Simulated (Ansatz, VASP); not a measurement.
## One calculation of Ca3O, two programs

File INCAR:

```
  PREC = Accurate
  ENCUT = 520
  EDIFF = 1E-6
  ISMEAR = 0
  SIGMA = 0.1
  LREAL = False
  LASPH = True
  NELM = 60
  ALGO = Normal
  ISIF = 2
  LWAVE = False
  LCHARG = False
  GGA = PE
  NBANDS = 26
```

Contents of KPOINTS:

```
Automatic mesh
0
Gamma
  4 4 4
```

Contents of POSCAR:

```
Ca3O
1.0
    4.4655592701      0.0000000000      0.0000000000
    0.0000000000      4.4655592701      0.0000000000
    0.0000000000      0.0000000000      4.4196595535
Ca O
3 1
Direct
    0.0000000000      0.5000000000      0.5000000000
    0.5000000000      0.0000000000      0.5000000000
    0.5000000000      0.5000000000      0.0000000000
    0.0000000000      0.0000000000      0.0000000000
```

Input for Ansatz:

```yaml
crystal:
  lattice:
    - [4.4655592701, 0.0, 0.0]
    - [0.0, 4.4655592701, 0.0]
    - [0.0, 0.0, 4.4196595535]
  atoms:
    - { symbol: Ca, position: [0.0, 0.5, 0.5] }
    - { symbol: Ca, position: [0.5, 0.0, 0.5] }
    - { symbol: Ca, position: [0.5, 0.5, 0.0] }
    - { symbol: O, position: [0.0, 0.0, 0.0] }
basis:
  ecutwfc: 420
kpoints:
  mp_grid: { grid: [4, 4, 4] }
hamiltonian:
  xc: pbe
scf:
  occupations: { method: gaussian, width: 0.1 }
  lower_state_search: "off"
output:
  forces: true
  stress: true
  eigenvalues: true
```

Alike in both runs: task single point; functional PBE; k mesh 4 × 4 × 4; occupations gaussian, width 0.1 eV; no spin polarisation.

```csv
,VASP,Ansatz
version,VASP 6.6.1,Ansatz 0.2.0
potentials or method,"VASP PAW PBE potentials, release 64 (Ca_sv, O), cutoff 520 eV","scalar-relativistic, plane waves, PAW"
valence electrons in the cell,36,36
```

|  | VASP | Ansatz | Ansatz less VASP |
| --- | --- | --- | --- |
| gap on the k mesh at the Fermi level (eV) | none | none | - |
| pressure (GPa) | 8.8 | 8.8 | -0.04 |
| traceless stress, the component that is largest in VASP (GPa) | -0.19 | -0.18 | 0.000 |

A gap of «none» marks a metal or a gap that the smearing closes.
